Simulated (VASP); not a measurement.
# WC3 (P6_3/mmc) in VASP: single point with PBE

Aim: the single point of WC3 with PBE.

Program: VASP 6.6.1. These are calculated values, not measurements. Logs are shortened: lines on timing, memory, paths and dates and some standing lists are left out, and cuts for length are marked.

## 1. The cell of the first run

Symmetry: P6_3/mmc, No. 194, hexagonal system. Conventional cell: a = 4.463 Å, b = 4.463 Å, c = 4.289 Å, α = 90.00°, β = 90.00°, γ = 120.00°. W (site symmetry -6m2) has 12 C at 2.27 to 2.32 Å within 3.0 Å. C (site symmetry mm2) has 2 C at 1.54 Å within 2.1 Å.

## 2. Single point, PBE

File INCAR:

```
SYSTEM = WC3
ALGO = Normal
EDIFF = 1E-7
ENCUT = 520
GGA = PE
ISIF = 2
ISMEAR = 0
LASPH = .True.
LCHARG = .True.
LELF = .True.
LREAL = .False.
LVHAR = .True.
LWAVE = .False.
NBANDS = 36
NELM = 60
PREC = Accurate
SIGMA = 0.1
```

File KPOINTS:

```
k-points
0
Gamma
  12 12 10
  0 0 0
```

File POSCAR:

```
WC3
1.0
    4.4628686308      0.0000000000      0.0000000000
   -2.2314343154      3.8649576081      0.0000000000
    0.0000000000      0.0000000000      4.2892461766
W C
2 6
Direct
    0.3333333333      0.6666666667      0.2500000000
    0.6666666667      0.3333333333      0.7500000000
    0.7818751631      0.5637503262      0.2500000000
    0.2181248369      0.7818751631      0.7500000000
    0.4362496738      0.2181248369      0.2500000000
    0.2181248369      0.4362496738      0.7500000000
    0.7818751631      0.2181248369      0.2500000000
    0.5637503262      0.7818751631      0.7500000000
```

Potentials or basis: VASP PAW PBE potentials, release 64 (W_sv, C).

On the command line:

```bash
cat potpaw_PBE.64/W_sv/POTCAR potpaw_PBE.64/C/POTCAR > POTCAR
mpirun -np 1 vasp_std > vasp.out
```

OUTCAR:

```text
SYSTEM = WC3
   EDIFF = 1E-7
   ENCUT = 520
   GGA = PE
   ISIF = 2
   ISMEAR = 0
   LASPH = .True.
   LREAL = .False.
   NELM = 60
   PREC = Accurate

 ion  position               nearest neighbor table
   1  0.333  0.667  0.250-   3 2.27   5 2.27   7 2.27   7 2.27   3 2.27   5 2.27   4 2.32   4 2.32
                             8 2.32   8 2.32   6 2.32   6 2.32   2 3.35   2 3.35   2 3.35   2 3.35
   2  0.667  0.333  0.750-   6 2.27   8 2.27   4 2.27   4 2.27   6 2.27   8 2.27   7 2.32   7 2.32
                             5 2.32   5 2.32   3 2.32   3 2.32   1 3.35   1 3.35   1 3.35   1 3.35
   3  0.782  0.564  0.250-   5 1.54   7 1.54   1 2.27   1 2.27   2 2.32   2 2.32
   4  0.218  0.782  0.750-   8 1.54   6 1.54   2 2.27   2 2.27   1 2.32   1 2.32
   5  0.436  0.218  0.250-   7 1.54   3 1.54   1 2.27   1 2.27   2 2.32   2 2.32
   6  0.218  0.436  0.750-   4 1.54   8 1.54   2 2.27   2 2.27   1 2.32   1 2.32
   7  0.782  0.218  0.250-   5 1.54   3 1.54   1 2.27   1 2.27   2 2.32   2 2.32
   8  0.564  0.782  0.750-   4 1.54   6 1.54   2 2.27   2 2.27   1 2.32   1 2.32

  LATTYP: Found a hexagonal cell.
 ALAT       =     4.4628686308
 C/A-ratio  =     0.9610962212

  Lattice vectors:

 A1 = (   4.4628686308,   0.0000000000,   0.0000000000)
 A2 = (  -2.2314343154,   3.8649576081,   0.0000000000)
 A3 = (   0.0000000000,   0.0000000000,   4.2892461766)

Analysis of symmetry for initial positions (statically):
=====================================================================
 Subroutine PRICEL returns:
 Original cell was already a primitive cell.

 Routine SETGRP: Setting up the symmetry group for a
 hexagonal supercell.

 Subroutine GETGRP returns: Found 24 space group operations
 (whereof 12 operations were pure point group operations)
 out of a pool of 24 trial point group operations.

The static configuration has the point symmetry D_3d.
 The point group associated with its full space group is D_6h.

Analysis of symmetry for dynamics (positions and initial velocities):
=====================================================================
 Subroutine PRICEL returns:
 Original cell was already a primitive cell.

 Routine SETGRP: Setting up the symmetry group for a
 hexagonal supercell.

 Subroutine GETGRP returns: Found 24 space group operations
 (whereof 12 operations were pure point group operations)
 out of a pool of 24 trial point group operations.

The dynamic configuration has the point symmetry D_3d.
 The point group associated with its full space group is D_6h.

 Subroutine INISYM returns: Found 24 space group operations
 (whereof 12 operations are pure point group operations),
 and found     1 'primitive' translations

----------------------------------------------------------------------------------------

                                     Primitive cell

  volume of cell :      73.9843

  direct lattice vectors                    reciprocal lattice vectors
     4.462868631  0.000000000  0.000000000     0.224071126  0.129367525  0.000000000
    -2.231434315  3.864957608  0.000000000     0.000000000  0.258735050  0.000000000
     0.000000000  0.000000000  4.289246177     0.000000000  0.000000000  0.233141200

  length of vectors
     4.462868631  4.462868631  4.289246177     0.258735050  0.258735050  0.233141200

  position of ions in fractional coordinates (direct lattice)
     0.333333333  0.666666667  0.250000000
     0.666666667  0.333333333  0.750000000
     0.781875163  0.563750326  0.250000000
     0.218124837  0.781875163  0.750000000
     0.436249674  0.218124837  0.250000000
     0.218124837  0.436249674  0.750000000
     0.781875163  0.218124837  0.250000000
     0.563750326  0.781875163  0.750000000

  ion indices of the primitive-cell ions
   primitive index   ion index
                 1           1
                 2           2
                 3           3
                 4           4
                 5           5
                 6           6
                 7           7
                 8           8

----------------------------------------------------------------------------------------

 KPOINTS: k-points

Automatic generation of k-mesh.
 Grid dimensions read from file:
 generate k-points for:   12   12   10

 Generating k-lattice:

  Cartesian coordinates                     Fractional coordinates (reciprocal lattice)
     0.018672594  0.010780627  0.000000000     0.083333333  0.000000000  0.000000000
     0.000000000  0.021561254  0.000000000     0.000000000  0.083333333  0.000000000
     0.000000000  0.000000000  0.023314120     0.000000000  0.000000000  0.100000000

  Length of vectors
     0.021561254  0.021561254  0.023314120

  Shift w.r.t. Gamma in fractional coordinates (k-lattice)
     0.000000000  0.000000000  0.000000000

 Subroutine IBZKPT returns following result:
 ===========================================

 Found    114 irreducible k-points:

 Following reciprocal coordinates:
            Coordinates               Weight
  0.000000  0.000000  0.000000      1.000000
  0.083333 -0.000000  0.000000      6.000000
  0.166667 -0.000000  0.000000      6.000000
  0.250000  0.000000  0.000000      6.000000
  0.333333  0.000000  0.000000      6.000000
  0.416667  0.000000  0.000000      6.000000
[... 16 lines left out ...]
  0.250000  0.000000  0.100000     12.000000
  0.333333  0.000000  0.100000     12.000000
 [... further k-points ...]
   k-points           NKPTS =    114   k-points in BZ     NKDIM =    114   number of bands    NBANDS=     36
   number of dos      NEDOS =    301   number of ions     NIONS =      8
   total plane-waves  NPLWV =  41472
   dimension x,y,z NGX =    36 NGY =   36 NGZ =   32
   dimension x,y,z NGXF=    72 NGYF=   72 NGZF=   64
   ions per type =               2   6
   NGX,Y,Z   is equivalent  to a cutoff of  13.41, 13.41, 12.40 a.u.
   NGXF,Y,Z  is equivalent  to a cutoff of  26.82, 26.82, 24.81 a.u.
 SYSTEM =  WC3
   PREC   = accura    normal or accurate (medium, high low for compatibility)
   ISTART =      0    job   : 0-new  1-cont  2-samecut
   ICHARG =      2    charge: 1-file 2-atom 10-const
   ISPIN  =      1    spin polarized calculation?
   LNONCOLLINEAR =      F non collinear calculations
   LSORBIT =      F    spin-orbit coupling
   LASPH  =      T    aspherical Exc in radial PAW
   ENCUT  =  520.0 eV  38.22 Ry    6.18 a.u.   8.30  8.30  7.98*2*pi/ulx,y,z
   NELM   =     60;   NELMIN=  2; NELMDL= -5     # of ELM steps
   EDIFF  = 0.1E-06   stopping-criterion for ELM
   LREAL  =      F    real-space projection
   EDIFFG = 0.1E-05   stopping-criterion for IOM
   NSW    =      0    number of steps for IOM
   IBRION =     -1    ionic relax: 0-MD 1-quasi-New 2-CG
   NFREE  =      0    steps in history (QN), initial steepest desc. (CG)
   ISIF   =      2    stress and relaxation
   ISYM   =      2    0-nonsym 1-usesym 2-fastsym
   POTIM  = 0.5000    time-step for ionic-motion
   TEBEG  =    0.0;   TEEND  =   0.0 temperature during run
   PSTRESS=    0.0 pullay stress
   NELECT =      52.0000    total number of electrons
   NUPDOWN=      -1.0000    fix difference up-down
   EMIN   =  10.00;   EMAX   =-10.00  energy-range for DOS
   EFERMI =   0.00;   METHOD = LEGACY
   ISMEAR =     0;   SIGMA  =   0.10  broadening in eV -4-tet -1-fermi 0-gaus
   EFERMI_NEDOS =   21; number of points for ismear=-14 and -15
   IALGO  =     38    algorithm
   IMIX   =      4    mixing-type and parameters
     AMIX     =   0.40;   BMIX     =  1.00
     AMIX_MAG =   1.60;   BMIX_MAG =  1.00
  volume/ion in A,a.u.               =       9.25        62.41
  Fermi-wavevector in a.u.,A,eV,Ry     =   1.455557  2.750605 28.825948  2.118647
  Thomas-Fermi vector in A             =   2.572578
   LORBIT       =      0    0 simple, 1 ext, 2 COOP (PROOUT), +10 PAW based schemes
   GGA     = PE    functional components
   LHFCALC =     F    Hartree Fock is set to
   AEXX    =    0.0000 exact exchange contribution
   IVDW    =     0    specifies the selected vdW correction
   LEPSILON=     F    determine dielectric tensor
   LRPA    =     F    only Hartree local field effects (RPA)
 non-spin polarized calculation
 Gauss-broadening in eV      SIGMA  =   0.10
  energy-cutoff  :      520.00
  volume of cell :       73.98
 maximum number of plane-waves:      2022
 NGX is ok and might be reduce to    36
   NGX = 17   NGY = 17   NGZ = 15

 number of electron      52.0000002 magnetization

 Free energy of the ion-electron system (eV)
  ---------------------------------------------------
  ext. energy  EPLUGINS =         0.00000000
  ---------------------------------------------------
  free energy    TOTEN  =       -68.29900651 eV

  energy without entropy =      -68.28585707  energy(sigma->0) =      -68.29243179

 E-fermi :   9.1821     XC(G=0): -12.6905

 val. band max:        9.1800388388   @ k =   0.5000   0.0000   0.4000
 cond. band min:       9.1829686826   @ k =   0.0833   0.0833   0.5000
 fundamental gap:      0.0029298438
 Fermi energy:         9.1821248528

 k-point     1 :       0.0000    0.0000    0.0000
  band No.  band energies     occupation
      1     -65.9728      2.00000
      2     -65.9599      2.00000
      3     -30.4225      2.00000
      4     -30.2702      2.00000
      5     -30.1977      2.00000
      6     -30.1977      2.00000
[... 28 lines left out ...]
     35      14.1733      0.00000
     36      15.8381      0.00000

 k-point     2 :       0.0833   -0.0000    0.0000
  band No.  band energies     occupation
      1     -65.9726      2.00000
      2     -65.9601      2.00000
      3     -30.4202      2.00000
      4     -30.2725      2.00000
      5     -30.1988      2.00000
      6     -30.1970      2.00000
[... 28 lines left out ...]
     35      14.5779      0.00000
     36      15.8009      0.00000
[... 817 lines left out ...]
     35      14.9259      0.00000
     36      15.0595      0.00000

 k-point    24 :       0.3333    0.0000    0.1000
  band No.  band energies     occupation
      1     -65.9699      2.00000
      2     -65.9628      2.00000
      3     -30.3931      2.00000
      4     -30.3099      2.00000
      5     -30.2063      2.00000
      6     -30.1836      2.00000
[... 28 lines left out ...]
     35      14.4154      0.00000
     36      14.7496      0.00000

 [... further k-points ...]
[... 5 lines left out ...]
  --------------------------------------------------------------------------------------
  -------------------------------------------------------------------------------------
  Total        0.5413137      0.5413137      0.5146880      0.0000000      0.0000000      0.0000000
  in kB       11.7224885     11.7224885     11.1458915      0.0000000      0.0000000      0.0000000
  external PRESSURE =      11.5302895 kB  Pullay stress =       0.0000000 kB

 VOLUME and BASIS-vectors are now :
 -----------------------------------------------------------------------------
  energy-cutoff  :      520.00
  volume of cell :       73.98
      direct lattice vectors                 reciprocal lattice vectors
     4.462868631  0.000000000  0.000000000     0.224071126  0.129367525  0.000000000
    -2.231434315  3.864957608  0.000000000     0.000000000  0.258735050  0.000000000
     0.000000000  0.000000000  4.289246177     0.000000000  0.000000000  0.233141200

 POSITION                                       TOTAL-FORCE (eV/Angst)
 -----------------------------------------------------------------------------------
     -0.00000      2.57664      1.07231        -0.000000      0.000000      0.000000
      2.23143      1.28832      3.21693         0.000000      0.000000      0.000000
      2.23143      2.17887      1.07231        -0.000000      0.114762      0.000000
     -0.77124      3.02191      3.21693        -0.099386      0.057381      0.000000
      1.46019      0.84304      1.07231        -0.099386     -0.057381     -0.000000
      0.00000      1.68609      3.21693         0.000000     -0.114762     -0.000000
      3.00267      0.84304      1.07231         0.099386     -0.057381     -0.000000
      0.77124      3.02191      3.21693         0.099386      0.057381      0.000000
 -----------------------------------------------------------------------------------
    total drift:                                0.000000     -0.000000      0.000000

  FREE ENERGIE OF THE ION-ELECTRON SYSTEM (eV)
  ---------------------------------------------------
  free  energy   TOTEN  =       -68.2990065133 eV

  energy  without entropy=      -68.2858570658  energy(sigma->0) =      -68.29243179
```

Wall time 2.9 min (1 thread of Intel Xeon Platinum 8488C (Sapphire Rapids), shared host); peak memory 0.36 GiB.

Results:

| Item | Value |
| --- | --- |
| Free energy | -68.2990 eV |
| Pressure | 1.2 GPa |
| Largest force | 0.115 eV/Å |
| Band gap on the k mesh | zero (band 26 reaches 9.60 eV, above the bottom of band 27 at 8.35 eV) |

Forces on the atoms (eV/Å):
```
W    0.000  0.000  0.000
W    0.000  0.000  0.000
C    0.000  0.115  0.000
C   -0.099  0.057  0.000
C   -0.099 -0.057  0.000
C    0.000 -0.115  0.000
C    0.099 -0.057  0.000
C    0.099  0.057  0.000
```

Caveat: spin-orbit coupling is left out, which moves the levels of the heavy elements.
